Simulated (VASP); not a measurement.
# PtSe2 (Sudovikovite) (P-3m1) in VASP: further runs, part 2 of 2

VASP 6.6.1. The steps go on from the part before.

**4. Single point, BLYP+D4**

This run uses another cell than the first one, of 19.05 Å³/atom, 0.940 times its volume.

The input, INCAR:

```
PREC     = Accurate       # precision mode
ENCUT    = 520            # plane-wave cutoff, eV
EDIFF    = 1E-7           # SCF threshold, eV
ISMEAR   = -1             # smearing method
SIGMA    = 0.05           # smearing width, eV
LREAL    = F              # projectors in reciprocal space
LASPH    = T              # aspherical terms in the spheres
NELM     = 80             # most SCF steps
ALGO     = Normal         # electronic algorithm
ISIF     = 2              # what is computed and relaxed
LWAVE    = F              # write WAVECAR
LCHARG   = T              # write CHGCAR
GGA      = B5             # functional
ALDAX    = 1.0          
AGGAX    = 1.0          
AGGAC    = 1.0          
ALDAC    = 0.0          
IVDW     = 13             # dispersion correction
VDW_S6   = 1.0          
VDW_S8   = 2.34076671   
VDW_A1   = 0.44488865   
VDW_A2   = 4.0933009    
LELF     = T              # ELF
LVHAR    = T            
NBANDS   = 18             # bands
```

The input, KPOINTS:

```
regular mesh
0
Gamma
  8 8 5
```

The input, POSCAR:

```
PtSe2
1.0
    3.6479786689      0.0000000000      0.0000000000
   -1.8239893344      3.1592421997      0.0000000000
    0.0000000000      0.0000000000      4.9586648823
Pt Se
1 2
Direct
    0.0000000000      0.0000000000      0.0000000000
    0.6666666667      0.3333333333      0.7500000000
    0.3333333333      0.6666666667      0.2500000000
```

Potentials or basis: VASP PAW PBE potentials, release 64 (Pt, Se).

On the command line:

```
cat potpaw_PBE.64/Pt/POTCAR potpaw_PBE.64/Se/POTCAR > POTCAR
mpirun -np 1 vasp_std > vasp.out
```

OUTCAR:

```text
PREC = Accurate
   ENCUT = 520
   EDIFF = 1E-7
   ISMEAR = -1
   LREAL = F
   LASPH = T
   NELM = 80
   ISIF = 2
   GGA = B5
   IVDW = 13

 ion  position               nearest neighbor table
   1  0.000  0.000  0.000-   2 2.44   3 2.44   3 2.44   2 2.44   2 2.44   3 2.44
   2  0.667  0.333  0.750-   1 2.44   1 2.44   1 2.44
   3  0.333  0.667  0.250-   1 2.44   1 2.44   1 2.44

  LATTYP: Found a hexagonal cell.
 ALAT       =     3.6479786689
 C/A-ratio  =     1.3592910848

  Lattice vectors:

 A1 = (   3.6479786689,   0.0000000000,   0.0000000000)
 A2 = (  -1.8239893344,   3.1592421997,   0.0000000000)
 A3 = (   0.0000000000,   0.0000000000,   4.9586648823)

Analysis of symmetry for initial positions (statically):
=====================================================================
 Subroutine PRICEL returns:
 Original cell was already a primitive cell.

 Routine SETGRP: Setting up the symmetry group for a
 hexagonal supercell.

 Subroutine GETGRP returns: Found 12 space group operations
 (whereof 12 operations were pure point group operations)
 out of a pool of 24 trial point group operations.

The static configuration has the point symmetry D_3d.

Analysis of symmetry for dynamics (positions and initial velocities):
=====================================================================
 Subroutine PRICEL returns:
 Original cell was already a primitive cell.

 Routine SETGRP: Setting up the symmetry group for a
 hexagonal supercell.

 Subroutine GETGRP returns: Found 12 space group operations
 (whereof 12 operations were pure point group operations)
 out of a pool of 24 trial point group operations.

The dynamic configuration has the point symmetry D_3d.

 Subroutine INISYM returns: Found 12 space group operations
 (whereof 12 operations are pure point group operations),
 and found     1 'primitive' translations

----------------------------------------------------------------------------------------

                                     Primitive cell

  volume of cell :      57.1479

  direct lattice vectors                    reciprocal lattice vectors
     3.647978669  0.000000000  0.000000000     0.274124410  0.158265802  0.000000000
    -1.823989334  3.159242200  0.000000000     0.000000000  0.316531604  0.000000000
     0.000000000  0.000000000  4.958664882     0.000000000  0.000000000  0.201667187

  length of vectors
     3.647978669  3.647978669  4.958664882     0.316531604  0.316531604  0.201667187

  position of ions in fractional coordinates (direct lattice)
     0.000000000  0.000000000  0.000000000
     0.666666667  0.333333333  0.750000000
     0.333333333  0.666666667  0.250000000

  ion indices of the primitive-cell ions
   primitive index   ion index
                 1           1
                 2           2
                 3           3

----------------------------------------------------------------------------------------

 KPOINTS: regular mesh

Automatic generation of k-mesh.
 Grid dimensions read from file:
 generate k-points for:    8    8    5

 Generating k-lattice:

  Cartesian coordinates                     Fractional coordinates (reciprocal lattice)
     0.034265551  0.019783225  0.000000000     0.125000000  0.000000000  0.000000000
     0.000000000  0.039566450  0.000000000     0.000000000  0.125000000  0.000000000
     0.000000000  0.000000000  0.040333437     0.000000000  0.000000000  0.200000000

  Length of vectors
     0.039566450  0.039566450  0.040333437

  Shift w.r.t. Gamma in fractional coordinates (k-lattice)
     0.000000000  0.000000000  0.000000000

 Subroutine IBZKPT returns following result:
 ===========================================

 Found     40 irreducible k-points:

 Following reciprocal coordinates:
            Coordinates               Weight
  0.000000  0.000000  0.000000      1.000000
  0.125000  0.000000  0.000000      6.000000
  0.250000  0.000000  0.000000      6.000000
  0.375000  0.000000  0.000000      6.000000
  0.500000  0.000000  0.000000      3.000000
  0.125000  0.125000  0.000000      6.000000
[... 16 lines left out ...]
 -0.125000  0.500000  0.200000     12.000000
  0.250000  0.250000  0.200000     12.000000
 [... further k-points ...]
   k-points           NKPTS =     40   k-points in BZ     NKDIM =     40   number of bands    NBANDS=     18
   number of dos      NEDOS =    301   number of ions     NIONS =      3
   total plane-waves  NPLWV =  31360
   dimension x,y,z NGX =    28 NGY =   28 NGZ =   40
   dimension x,y,z NGXF=    56 NGYF=   56 NGZF=   80
   ions per type =               1   2
   NGX,Y,Z   is equivalent  to a cutoff of  12.76, 12.76, 13.41 a.u.
   NGXF,Y,Z  is equivalent  to a cutoff of  25.52, 25.52, 26.82 a.u.
 SYSTEM =  unknown system
   PREC   = accura    normal or accurate (medium, high low for compatibility)
   ISTART =      0    job   : 0-new  1-cont  2-samecut
   ICHARG =      2    charge: 1-file 2-atom 10-const
   ISPIN  =      1    spin polarized calculation?
   LNONCOLLINEAR =      F non collinear calculations
   LSORBIT =      F    spin-orbit coupling
   LASPH  =      T    aspherical Exc in radial PAW
   ENCUT  =  520.0 eV  38.22 Ry    6.18 a.u.   6.78  6.78  9.22*2*pi/ulx,y,z
   NELM   =     80;   NELMIN=  2; NELMDL= -5     # of ELM steps
   EDIFF  = 0.1E-06   stopping-criterion for ELM
   LREAL  =      F    real-space projection
   EDIFFG = 0.1E-05   stopping-criterion for IOM
   NSW    =      0    number of steps for IOM
   IBRION =     -1    ionic relax: 0-MD 1-quasi-New 2-CG
   NFREE  =      0    steps in history (QN), initial steepest desc. (CG)
   ISIF   =      2    stress and relaxation
   ISYM   =      2    0-nonsym 1-usesym 2-fastsym
   POTIM  = 0.5000    time-step for ionic-motion
   TEBEG  =    0.0;   TEEND  =   0.0 temperature during run
   PSTRESS=    0.0 pullay stress
   NELECT =      22.0000    total number of electrons
   NUPDOWN=      -1.0000    fix difference up-down
   EMIN   =  10.00;   EMAX   =-10.00  energy-range for DOS
   EFERMI =   0.00;   METHOD = LEGACY
   ISMEAR =    -1;   SIGMA  =   0.05  broadening in eV -4-tet -1-fermi 0-gaus
   EFERMI_NEDOS =   21; number of points for ismear=-14 and -15
   IALGO  =     38    algorithm
   IMIX   =      4    mixing-type and parameters
     AMIX     =   0.40;   BMIX     =  1.00
     AMIX_MAG =   1.60;   BMIX_MAG =  1.00
  volume/ion in A,a.u.               =      19.05       128.55
  Fermi-wavevector in a.u.,A,eV,Ry     =   1.190919  2.250512 19.296996  1.418289
  Thomas-Fermi vector in A             =   2.326993
   LORBIT       =      0    0 simple, 1 ext, 2 COOP (PROOUT), +10 PAW based schemes
   GGA     = B5    functional components
   LHFCALC =     F    Hartree Fock is set to
   AEXX    =    0.0000 exact exchange contribution
   IVDW    =    13    specifies the selected vdW correction
   LEPSILON=     F    determine dielectric tensor
   LRPA    =     F    only Hartree local field effects (RPA)
 non-spin polarized calculation
  energy-cutoff  :      520.00
  volume of cell :       57.15
 maximum number of plane-waves:      1550
 NGX is ok and might be reduce to    28
   NGX = 13   NGY = 13   NGZ = 19

 number of electron      22.0000001 magnetization

 Free energy of the ion-electron system (eV)
  ---------------------------------------------------
  ext. energy  EPLUGINS =         0.00000000
  ---------------------------------------------------
  free energy    TOTEN  =       -11.32038583 eV

  energy without entropy =      -11.31561256  energy(sigma->0) =      -11.31799920

 E-fermi :   7.9728     XC(G=0): -10.3003

 val. band max:        7.9534796613   @ k =   0.0000   0.1250   0.2000
 cond. band min:       8.0336105446   @ k =   0.3750   0.2500   0.0000
 fundamental gap:      0.0801308832
 Fermi energy:         7.9728483324

 k-point     1 :       0.0000    0.0000    0.0000
  band No.  band energies     occupation
      1      -8.3973      2.00000
      2      -5.2594      2.00000
      3       0.1863      2.00000
      4       0.8630      2.00000
      5       0.8630      2.00000
      6       3.4701      2.00000
[... 10 lines left out ...]
     17      15.2888      0.00000
     18      20.2578      0.00000
[... 463 lines left out ...]
 k-point    24 :       0.2500    0.2500    0.2000
  band No.  band energies     occupation
      1      -6.5770      2.00000
      2      -6.0414      2.00000
      3       0.6906      2.00000
      4       1.1367      2.00000
      5       1.6905      2.00000
      6       2.4971      2.00000
[... 10 lines left out ...]
     17      16.6411      0.00000
     18      17.2071      0.00000

 [... further k-points ...]

------------------------ aborting loop because EDIFF is reached ----------------------------------------

  DFT-D4 for vdW energy calculation

  Edisp (eV):   -3.07376

  FORCE on cell =-STRESS in cart. coord.  units (eV):
  Direction    XX          YY          ZZ          XY          YZ          ZX
  --------------------------------------------------------------------------------------
  -------------------------------------------------------------------------------------
  Total       7.39207     7.39207     4.91139     0.00000     0.00000    -0.00000
  in kB     207.24140   207.24140   137.69412     0.00000     0.00000    -0.00000
  external pressure =      184.06 kB  Pullay stress =        0.00 kB

 VOLUME and BASIS-vectors are now :
 -----------------------------------------------------------------------------
  energy-cutoff  :      520.00
  volume of cell :       57.15
      direct lattice vectors                 reciprocal lattice vectors
     3.647978669  0.000000000  0.000000000     0.274124410  0.158265802  0.000000000
    -1.823989334  3.159242200  0.000000000     0.000000000  0.316531604  0.000000000
     0.000000000  0.000000000  4.958664882     0.000000000  0.000000000  0.201667187

 POSITION                                       TOTAL-FORCE (eV/Angst)
 -----------------------------------------------------------------------------------
      0.00000      0.00000      0.00000         0.000000      0.000000      0.000000
      1.82399      1.05308      3.71900        -0.000000      0.000000     -2.084919
     -0.00000      2.10616      1.23967        -0.000000      0.000000      2.084919
 -----------------------------------------------------------------------------------
    total drift:                               -0.000000     -0.000000     -0.000000

  FREE ENERGIE OF THE ION-ELECTRON SYSTEM (eV)
  ---------------------------------------------------
  free  energy   TOTEN  =       -14.3941454101 eV

  energy  without entropy=      -14.3893721376  energy(sigma->0) =      -14.39175877
```

Wall time 31 s (1 thread of Intel Xeon 6975P-C (Granite Rapids), shared host); peak memory 0.19 GiB.

What came out:

```
Free energy                : -14.3941 eV
Pressure                   : 18.4 GPa
Largest force              : 2.085 eV/Å
Band gap on the k mesh     : zero (band 11 reaches 8.28 eV, above the bottom of band 12 at 8.03 eV)
Dispersion energy per atom : -1.025 eV
```

Forces on the atoms (eV/Å):
```
Pt   0.000  0.000  0.000
Se   0.000  0.000 -2.085
Se   0.000  0.000  2.085
```

Levels at points of the mesh, in eV from the Fermi level:
| k point | band 9 | band 10 | band 11 | band 12 | band 13 | band 14 |
| --- | --- | --- | --- | --- | --- | --- |
| (0.00, 0.00, 0.00) | -1.24 | -1.24 | 0.30 | 1.46 | 1.46 | 3.62 |
| (0.50, 0.00, 0.00) | -3.88 | -3.83 | -3.22 | 0.64 | 2.47 | 4.97 |

Caveat: the PAW data sets were made with another functional, which shifts forces and pressure a little; spin-orbit coupling is left out, which moves the levels of the heavy elements; pairwise dispersion overbinds metals, which lowers pressure and volume.

**5. Single point, RPBE**

This run uses another cell than the first one, of 19.45 Å³/atom, 0.960 times its volume.

The input, INCAR:

```
SYSTEM = PtSe2
PREC = Accurate ; ENCUT = 520
EDIFF = 1E-7 ; ISMEAR = -1
SIGMA = 0.05 ; LREAL = .FALSE.
LASPH = .TRUE. ; NELM = 80
ALGO = Normal ; ISIF = 2
LWAVE = .FALSE. ; LCHARG = .FALSE.
GGA = RP ; NBANDS = 18
```

The input, KPOINTS:

```
regular mesh
0
G
  8 8 5
  0 0 0
```

The input, POSCAR:

```
PtSe2
1.0
    3.6736695059      0.0000000000      0.0000000000
   -1.8368347530      3.1814911172      0.0000000000
    0.0000000000      0.0000000000      4.9935862081
Pt Se
1 2
Direct
    0.0000000000      0.0000000000      0.0000000000
    0.6666666667      0.3333333333      0.7500000000
    0.3333333333      0.6666666667      0.2500000000
```

On the command line:

```
cat potpaw_PBE.64/Pt/POTCAR potpaw_PBE.64/Se/POTCAR > POTCAR
mpirun -np 1 vasp_std > vasp.out
```

Wall time 21 s (1 thread of Intel Xeon 6975P-C (Granite Rapids), shared host); peak memory 0.19 GiB.

The run converged. Its results:

```yaml
Free_energy: -12.5760 eV
Pressure: 16.4 GPa
Largest_force: 1.212 eV/Å
Band_gap_on_the_k_mesh: zero (band 11 reaches 7.63 eV, above the bottom of band 12 at 7.36 eV)
```

Forces in eV/Å, atoms in the order of the input:
```
Pt   0.000  0.000  0.000
Se   0.000  0.000 -1.212
Se   0.000  0.000  1.212
```

Stress tensor (GPa, compression positive):
```
17.83  0.00  0.00
 0.00 17.83  0.00
 0.00  0.00 13.63
```

Levels at points of the mesh, in eV from the Fermi level:
| k point | band 9 | band 10 | band 11 | band 12 | band 13 | band 14 |
| --- | --- | --- | --- | --- | --- | --- |
| (0.00, 0.00, 0.00) | -1.21 | -1.21 | 0.33 | 1.45 | 1.45 | 3.50 |
| (0.50, 0.00, 0.00) | -3.82 | -3.72 | -3.17 | 0.63 | 2.42 | 4.85 |

Caveat: the PAW data sets were made with another functional, which shifts forces and pressure a little; spin-orbit coupling is left out, which moves the levels of the heavy elements.

**6. The runs side by side**

```tsv
level	cell	k mesh	gap on the mesh (eV)	pressure (GPa)	largest force (eV/Å)
PBE	a = 3.724, b = 3.724, c = 5.062 Å, angles 90.0, 90.0, 120.0°, 3 atoms	5 × 5 × 3	none	7.2	0.52
RPBE	a = 3.648, b = 3.648, c = 4.959 Å, angles 90.0, 90.0, 120.0°, 3 atoms	8 × 8 × 5	none	20.4	1.54
BLYP+D4	a = 3.648, b = 3.648, c = 4.959 Å, angles 90.0, 90.0, 120.0°, 3 atoms	8 × 8 × 5	none	18.4	2.08
RPBE	a = 3.674, b = 3.674, c = 4.994 Å, angles 90.0, 90.0, 120.0°, 3 atoms	8 × 8 × 5	none	16.4	1.21
```

Alike in all rows: task single point; potentials or basis VASP PAW PBE potentials, release 64 (Pt, Se); no spin polarisation; cutoff (eV) 520; smearing fermi-dirac 0.05 eV.

Caveats: some runs use coarse meshes; spin-orbit coupling is left out, which moves the levels of the heavy elements; the PAW data sets were made with another functional, which shifts forces and pressure a little (some runs); pairwise dispersion overbinds metals, which lowers pressure and volume (some runs).

Absolute energies hang on the potentials; compare differences alone.
